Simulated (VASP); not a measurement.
# BeS (R-3m) in VASP: single point with HSE06

Aim: the single point of BeS with HSE06.

All numbers are computed with VASP 6.6.1; they aren't measurements. Logs are shortened: lines on timing, memory, paths and dates and some standing lists are left out, and cuts for length are marked.

## Step 1: The cell of the first run

It takes space group R-3m (No. 166, trigonal). Conventional cell: a = 3.277 Å, b = 3.277 Å, c = 8.449 Å, α = 90.00°, β = 90.00°, γ = 120.00°. Be (site symmetry -3m) has 6 S at 2.36 Å within 3.1 Å. S (site symmetry -3m) has 6 Be at 2.36 Å within 3.1 Å.

## Step 2: Single point, HSE06 (strain along [111] +5.2%)

Input file POSCAR:

```
BeS
1.0
    0.0811054019      2.3984025988      2.3984025988
    2.3984025988      0.0811054019      2.3984025988
    2.3984025988      2.3984025988      0.0811054019
Be S
1 1
Direct
    0.0000000000      0.0000000000      0.0000000000
    0.5000000000      0.5000000000      0.5000000000
```

Input file INCAR.step1:

```
ALGO = Normal
EDIFF = 1E-5
ENCUT = 520
GGA = PE
ISIF = 2
ISMEAR = 0
LASPH = T
LREAL = F
LWAVE = T
NBANDS = 11
NELM = 80
PREC = Accurate
SIGMA = 0.01
```

Input file INCAR.step2:

```
ALGO = Normal
EDIFF = 1E-7
ENCUT = 520
GGA = PE
HFSCREEN = 0.2079
ISIF = 2
ISMEAR = 0
ISTART = 1
LASPH = T
LCHARG = T
LELF = T
LHFCALC = T
LREAL = F
LVHAR = T
LWAVE = F
NBANDS = 11
NELM = 80
PREC = Accurate
PRECFOCK = Normal
SIGMA = 0.01
```

Input file KPOINTS:

```
k-points
0
Gamma
  6 6 6
```

Potentials or basis: VASP PAW PBE potentials, release 64 (Be, S).

Started as:

```sh
$ cat potpaw_PBE.64/Be/POTCAR potpaw_PBE.64/S/POTCAR > POTCAR
$ cp INCAR.step1 INCAR
$ mpirun -np 1 vasp_std > vasp.out
$ cp INCAR.step2 INCAR
$ mpirun -np 1 vasp_std > vasp.out
```

OUTCAR:

```text
EDIFF = 1E-7
   ENCUT = 520
   GGA = PE
   HFSCREEN = 0.2079
   ISIF = 2
   ISMEAR = 0
   ISTART = 1
   LASPH = T
   LHFCALC = T
   LREAL = F
   NELM = 80
   PREC = Accurate
   PRECFOCK = Normal

 ion  position               nearest neighbor table
   1  0.000  0.000  0.000-   2 2.36   2 2.36   2 2.36   2 2.36   2 2.36   2 2.36
   2  0.500  0.500  0.500-   1 2.36   1 2.36   1 2.36   1 2.36   1 2.36   1 2.36

  LATTYP: Found a trigonal (rhomboedric) cell.
 ALAT       =     3.3928230337
 COS(alpha) =     0.5335113765

  Lattice vectors:

 A1 = (   0.0811054019,   2.3984025988,   2.3984025988)
 A2 = (   2.3984025988,   0.0811054019,   2.3984025988)
 A3 = (   2.3984025988,   2.3984025988,   0.0811054019)

Analysis of symmetry for initial positions (statically):
=====================================================================
 Subroutine PRICEL returns:
 Original cell was already a primitive cell.

 Routine SETGRP: Setting up the symmetry group for a
 trigonal (rhombohedral) supercell.

 Subroutine GETGRP returns: Found 12 space group operations
 (whereof 12 operations were pure point group operations)
 out of a pool of 12 trial point group operations.

The static configuration has the point symmetry D_3d.

Analysis of symmetry for dynamics (positions and initial velocities):
=====================================================================
 Subroutine PRICEL returns:
 Original cell was already a primitive cell.

 Routine SETGRP: Setting up the symmetry group for a
 trigonal (rhombohedral) supercell.

 Subroutine GETGRP returns: Found 12 space group operations
 (whereof 12 operations were pure point group operations)
 out of a pool of 12 trial point group operations.

The dynamic configuration has the point symmetry D_3d.

 Subroutine INISYM returns: Found 12 space group operations
 (whereof 12 operations are pure point group operations),
 and found     1 'primitive' translations

----------------------------------------------------------------------------------------

                                     Primitive cell

  volume of cell :      26.1937

  direct lattice vectors                    reciprocal lattice vectors
     0.081105402  2.398402599  2.398402599    -0.219356214  0.212181010  0.212181010
     2.398402599  0.081105402  2.398402599     0.212181010 -0.219356214  0.212181010
     2.398402599  2.398402599  0.081105402     0.212181010  0.212181010 -0.219356214

  length of vectors
     3.392823034  3.392823034  3.392823034     0.371697069  0.371697069  0.371697069

  position of ions in fractional coordinates (direct lattice)
     0.000000000  0.000000000  0.000000000
     0.500000000  0.500000000  0.500000000

  ion indices of the primitive-cell ions
   primitive index   ion index
                 1           1
                 2           2

----------------------------------------------------------------------------------------

 KPOINTS: k-points

Automatic generation of k-mesh.
 Grid dimensions read from file:
 generate k-points for:    6    6    6

 Generating k-lattice:

  Cartesian coordinates                     Fractional coordinates (reciprocal lattice)
    -0.036559369  0.035363502  0.035363502     0.166666667 -0.000000000 -0.000000000
     0.035363502 -0.036559369  0.035363502    -0.000000000  0.166666667 -0.000000000
     0.035363502  0.035363502 -0.036559369    -0.000000000 -0.000000000  0.166666667

  Length of vectors
     0.061949511  0.061949511  0.061949511

  Shift w.r.t. Gamma in fractional coordinates (k-lattice)
     0.000000000  0.000000000  0.000000000

 Subroutine IBZKPT returns following result:
 ===========================================

 Found     32 irreducible k-points:

 Following reciprocal coordinates:
            Coordinates               Weight
  0.000000  0.000000  0.000000      1.000000
  0.166667  0.000000  0.000000      6.000000
  0.333333  0.000000  0.000000      6.000000
  0.500000  0.000000  0.000000      3.000000
  0.166667  0.166667  0.000000      6.000000
  0.333333  0.166667  0.000000     12.000000
[... 16 lines left out ...]
  0.500000  0.500000  0.166667      6.000000
 -0.333333  0.500000  0.166667     12.000000
 [... further k-points ...]
   k-points           NKPTS =     32   k-points in BZ     NKDIM =    216   number of bands    NBANDS=     11
   number of dos      NEDOS =    301   number of ions     NIONS =      2
   total plane-waves  NPLWV =  21952
   dimension x,y,z NGX =    28 NGY =   28 NGZ =   28
   dimension x,y,z NGXF=    56 NGYF=   56 NGZF=   56
   ions per type =               1   1
   NGX,Y,Z   is equivalent  to a cutoff of  13.72, 13.72, 13.72 a.u.
   NGXF,Y,Z  is equivalent  to a cutoff of  27.44, 27.44, 27.44 a.u.
 SYSTEM =  unknown system
   PREC   = accura    normal or accurate (medium, high low for compatibility)
   ISTART =      1    job   : 0-new  1-cont  2-samecut
   ICHARG =      0    charge: 1-file 2-atom 10-const
   ISPIN  =      1    spin polarized calculation?
   LNONCOLLINEAR =      F non collinear calculations
   LSORBIT =      F    spin-orbit coupling
   LASPH  =      T    aspherical Exc in radial PAW
   ENCUT  =  520.0 eV  38.22 Ry    6.18 a.u.   6.31  6.31  6.31*2*pi/ulx,y,z
   NELM   =     80;   NELMIN=  2; NELMDL=  0     # of ELM steps
   EDIFF  = 0.1E-06   stopping-criterion for ELM
   LREAL  =      F    real-space projection
   EDIFFG = 0.1E-05   stopping-criterion for IOM
   NSW    =      0    number of steps for IOM
   IBRION =     -1    ionic relax: 0-MD 1-quasi-New 2-CG
   NFREE  =      0    steps in history (QN), initial steepest desc. (CG)
   ISIF   =      2    stress and relaxation
   ISYM   =      3    0-nonsym 1-usesym 2-fastsym
   POTIM  = 0.5000    time-step for ionic-motion
   TEBEG  =    0.0;   TEEND  =   0.0 temperature during run
   PSTRESS=    0.0 pullay stress
   NELECT =       8.0000    total number of electrons
   NUPDOWN=      -1.0000    fix difference up-down
   EMIN   =  10.00;   EMAX   =-10.00  energy-range for DOS
   EFERMI =   0.00;   METHOD = LEGACY
   ISMEAR =     0;   SIGMA  =   0.01  broadening in eV -4-tet -1-fermi 0-gaus
   EFERMI_NEDOS =   21; number of points for ismear=-14 and -15
   IALGO  =     38    algorithm
   IMIX   =      1    mixing-type and parameters
     AMIX     =   0.40;   BMIX     =  1.00
     AMIX_MAG =   1.60;   BMIX_MAG =  1.00
  volume/ion in A,a.u.               =      13.10        88.38
  Fermi-wavevector in a.u.,A,eV,Ry     =   1.102484  2.083393 16.537494  1.215472
  Thomas-Fermi vector in A             =   2.238928
   LORBIT       =      0    0 simple, 1 ext, 2 COOP (PROOUT), +10 PAW based schemes
   GGA     = PE    functional components
   LHFCALC =     T    Hartree Fock is set to
   PRECFOCK=normal    Normal, Fast or Accurate (Low or Medium for compatibility)
   ENCUT4O =  -1.0   cutoff for four orbital integrals eV
   NKREDX  =     1    reduce k-point grid by
   NKREDY  =     1    reduce k-point grid by
   NKREDZ  =     1    reduce k-point grid by
   AEXX    =    0.2500 exact exchange contribution
   HFSCREEN=    0.2079 screening length (either q_TF or 0.3 A-1)
   HFSCREENC=   0.2079 screening length for correlation (either q_TF or 0.3 A-1)
   ENCUTFOCK=  -1.0 apply spherical cutoff to Coloumb kernel
   IVDW    =     0    specifies the selected vdW correction
   LEPSILON=     F    determine dielectric tensor
   LRPA    =     F    only Hartree local field effects (RPA)
 non-spin polarized calculation
 Gauss-broadening in eV      SIGMA  =   0.01
  energy-cutoff  :      520.00
  volume of cell :       26.19
 maximum number of plane-waves:       716
 NGX is ok and might be reduce to    28
  NGX = 20; NGY = 20; NGZ = 20

 number of electron       7.9999999 magnetization

 Free energy of the ion-electron system (eV)
  ---------------------------------------------------
  ext. energy  EPLUGINS =         0.00000000
  ---------------------------------------------------
  free energy    TOTEN  =       -10.09880279 eV

  energy without entropy =      -10.09880279  energy(sigma->0) =      -10.09880279

 E-fermi :   5.7022     XC(G=0):  -8.6041

 val. band max:        5.6416345354   @ k =   0.3333   0.1667   0.1667
 cond. band min:       7.1306674140   @ k =   0.5000   0.5000   0.0000
 fundamental gap:      1.4890328786
 Fermi energy:         5.7022328884

 k-point     1 :       0.0000    0.0000    0.0000
  band No.  band energies     occupation
      1     -10.7141      2.00000
      2       4.6317      2.00000
      3       5.4234      2.00000
      4       5.4234      2.00000
      5      11.1518      0.00000
      6      14.8928      0.00000
      7      15.8231      0.00000
      8      15.8231      0.00000
      9      16.1750      0.00000
     10      16.1750      0.00000
     11      16.3489      0.00000

 k-point     2 :       0.1667    0.0000    0.0000
  band No.  band energies     occupation
      1     -10.2824      2.00000
      2       3.0702      2.00000
      3       4.6733      2.00000
      4       5.2754      2.00000
      5      11.6627      0.00000
      6      13.5425      0.00000
      7      13.6614      0.00000
      8      15.1489      0.00000
      9      16.2763      0.00000
     10      16.9467      0.00000
     11      17.0722      0.00000

 k-point     3 :       0.3333    0.0000    0.0000
  band No.  band energies     occupation
      1      -9.1578      2.00000
      2      -0.3195      2.00000
      3       4.6475      2.00000
      4       5.0678      2.00000
      5      10.5926      0.00000
      6      11.2426      0.00000
      7      11.4081      0.00000
      8      16.2706      0.00000
      9      18.3324      0.00000
     10      19.6289      0.00000
     11      20.0882      0.00000

 k-point     4 :       0.5000    0.0000    0.0000
  band No.  band energies     occupation
      1      -8.3235      2.00000
      2      -2.0184      2.00000
      3       4.6982      2.00000
      4       5.0044      2.00000
      5       9.8607      0.00000
      6      10.5583      0.00000
      7      10.5808      0.00000
      8      16.4205      0.00000
      9      21.3978      0.00000
     10      22.1570      0.00000
     11      23.0660      0.00000

 k-point     5 :       0.1667    0.1667    0.0000
  band No.  band energies     occupation
      1     -10.1509      2.00000
      2       3.4423      2.00000
      3       4.0328      2.00000
      4       4.4874      2.00000
      5      11.5311      0.00000
      6      13.1144      0.00000
      7      13.7433      0.00000
      8      15.7865      0.00000
      9      15.8253      0.00000
     10      18.5300      0.00000
     11      18.9809      0.00000
[... 211 lines left out ...]
 k-point    21 :      -0.3333    0.3333    0.1667
  band No.  band energies     occupation
      1      -7.6389      2.00000
      2      -0.9293      2.00000
      3       0.8651      2.00000
      4       2.5979      2.00000
      5      10.7875      0.00000
      6      11.5656      0.00000
      7      15.3963      0.00000
      8      16.8171      0.00000
      9      19.0560      0.00000
     10      19.2560      0.00000
     11      24.4703      0.00000

 k-point    22 :      -0.1667    0.3333    0.1667
  band No.  band energies     occupation
      1      -8.2425      2.00000
      2      -0.1686      2.00000
      3       1.5551      2.00000
      4       3.2351      2.00000
      5       9.7272      0.00000
      6      12.3334      0.00000
      7      13.9580      0.00000
      8      16.4495      0.00000
      9      18.0072      0.00000
     10      22.1565      0.00000
     11      23.0596      0.00000

 k-point    23 :       0.5000    0.5000    0.1667
  band No.  band energies     occupation
      1      -7.8083      2.00000
      2      -0.8514      2.00000
      3       1.1521      2.00000
      4       3.0150      2.00000
      5       8.3773      0.00000
      6      12.4473      0.00000
      7      15.9882      0.00000
      8      17.5930      0.00000
      9      18.9530      0.00000
     10      23.4789      0.00000
     11      23.4965      0.00000

 k-point    24 :      -0.3333    0.5000    0.1667
  band No.  band energies     occupation
      1      -7.3566      2.00000
      2      -0.8629      2.00000
      3       0.8431      2.00000
      4       1.6447      2.00000
      5       9.3684      0.00000
      6      13.5236      0.00000
      7      14.1223      0.00000
      8      18.1680      0.00000
      9      18.9685      0.00000
     10      21.2361      0.00000
     11      24.7704      0.00000

 [... further k-points ...]
[... 5 lines left out ...]
  --------------------------------------------------------------------------------------
  -------------------------------------------------------------------------------------
  Total       -1.1209750     -1.1209750     -1.1209750     -0.6394153     -0.6394153     -0.6394153
  in kB      -68.5660592    -68.5660592    -68.5660592    -39.1107628    -39.1107628    -39.1107628
  external PRESSURE =     -68.5660592 kB  Pullay stress =       0.0000000 kB

 VOLUME and BASIS-vectors are now :
 -----------------------------------------------------------------------------
  energy-cutoff  :      520.00
  volume of cell :       26.19
      direct lattice vectors                 reciprocal lattice vectors
     0.081105402  2.398402599  2.398402599    -0.219356214  0.212181010  0.212181010
     2.398402599  0.081105402  2.398402599     0.212181010 -0.219356214  0.212181010
     2.398402599  2.398402599  0.081105402     0.212181010  0.212181010 -0.219356214

 POSITION                                       TOTAL-FORCE (eV/Angst)
 -----------------------------------------------------------------------------------
      0.00000      0.00000      0.00000         0.000000      0.000000      0.000000
      2.43896      2.43896      2.43896        -0.000000     -0.000000     -0.000000
 -----------------------------------------------------------------------------------
    total drift:                               -0.000001     -0.000001     -0.000001

  FREE ENERGIE OF THE ION-ELECTRON SYSTEM (eV)
  ---------------------------------------------------
  free  energy   TOTEN  =       -10.0988027906 eV

  energy  without entropy=      -10.0988027906  energy(sigma->0) =      -10.09880279
```

Run time: 25 min. Hardware: 1 thread of Oxide Virtual Turin-like, shared host; peak memory 0.23 GiB.

What came out:

* Free energy: -10.0988 eV
* Pressure: -6.9 GPa
* Band gap on the k mesh: 1.49 eV, indirect (least direct gap 4.59 eV)

Stress tensor (GPa, compression positive):
```
-6.86 -3.91 -3.91
-3.91 -6.86 -3.91
-3.91 -3.91 -6.86
```

Caveat: the cell differs from its parent crystal (strain along [111] +5.2%); the PAW data sets were made with another functional, which shifts forces and pressure a little. A k mesh can miss the band edges.
